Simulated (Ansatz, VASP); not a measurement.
## Two plane-wave programs on Fe

POSCAR

```
Fe
1.0
   -1.4430000000      1.4430000000      1.4430000000
    1.4430000000     -1.4430000000      1.4430000000
    1.4430000000      1.4430000000     -1.4430000000
Fe
1
Direct
    0.0000000000      0.0000000000      0.0000000000
```

The input INCAR.step1:

```
  PREC = Accurate
  ENCUT = 520
  EDIFF = 1E-5
  ISMEAR = -1
  SIGMA = 0.05
  LREAL = False
  LASPH = True
  NELM = 150
  ALGO = Normal
  ISIF = 2
  LWAVE = True
  LCHARG = False
  ISPIN = 2
  MAGMOM = 3
  LORBIT = 11
  LMAXMIX = 4
  GGA = PE
  NBANDS = 14
```

INCAR.step2

```
  PREC = Accurate
  ENCUT = 520
  EDIFF = 1E-7
  ISMEAR = -1
  SIGMA = 0.05
  LREAL = False
  LASPH = True
  NELM = 150
  ALGO = Normal
  ISIF = 2
  LWAVE = False
  LCHARG = False
  ISPIN = 2
  MAGMOM = 3
  LORBIT = 11
  LMAXMIX = 4
  GGA = PE
  LHFCALC = True
  AEXX = 1.0
  ALDAC = 0.0
  AGGAC = 0.0
  PRECFOCK = Normal
  ISTART = 1
  NBANDS = 14
```

Contents of KPOINTS:

```
Automatic mesh
0
Gamma
  7 7 7
```

File input.yaml:

```yaml
crystal:
  lattice:
    - [-1.443, 1.443, 1.443]
    - [1.443, -1.443, 1.443]
    - [1.443, 1.443, -1.443]
  atoms:
    - { symbol: Fe, position: [0.0, 0.0, 0.0], spin: 3.0 }
hamiltonian:
  xc: hf
  pseudopotentials: { kind: paw }
magnetization:
  spin_polarized: true
kpoints:
  mp_grid: { grid: [7, 7, 7] }
scf:
  occupations: { method: fermi_dirac, width: 0.05 }
output:
  forces: true
  stress: true
  eigenvalues: true
  write_density: true
  write_potential: true
  elf: true
  volumetric_format: npy
```

Alike in both runs: task single point; functional HF; k mesh 7 × 7 × 7; occupations fermi-dirac, width 0.05 eV; collinear spin.

|  | VASP | Ansatz |
| --- | --- | --- |
| version | VASP 6.6.1 | Ansatz 0.2.0 |
| potentials or method | VASP PAW PBE potentials, release 64 (Fe) | Ansatz PAW |
| plane-wave cutoff (eV) | 520 | 420 |
| valence electrons in the cell | 8 | 16 |

```csv
,VASP,Ansatz,Ansatz less VASP
gap on the k mesh at the Fermi level (eV),none,none,-
pressure (GPa),47.2,47.2,+0.06
net moment per atom (μB),3.07,3.17,+0.099
size of the moment on the site where the two differ most (μB),3.21,3.69,+0.477
```

VASP's potentials were made for PBE, not for HF. Site moments also hang on the region over which each program counts them. A gap of «none» marks a metal or a gap that the smearing closes. Both programs put the cell under a high pressure, so it lies far from rest at this level. VASP's potentials hold 8 valence electrons a cell and Ansatz's 16, so a difference there can come from the potentials and not from the codes.

The k mesh is coarse, so the values compare programs but aren't converged. Noted on Ansatz's run: the magnetic or orbital state may not be the lowest; Pulay correction over one GPa.
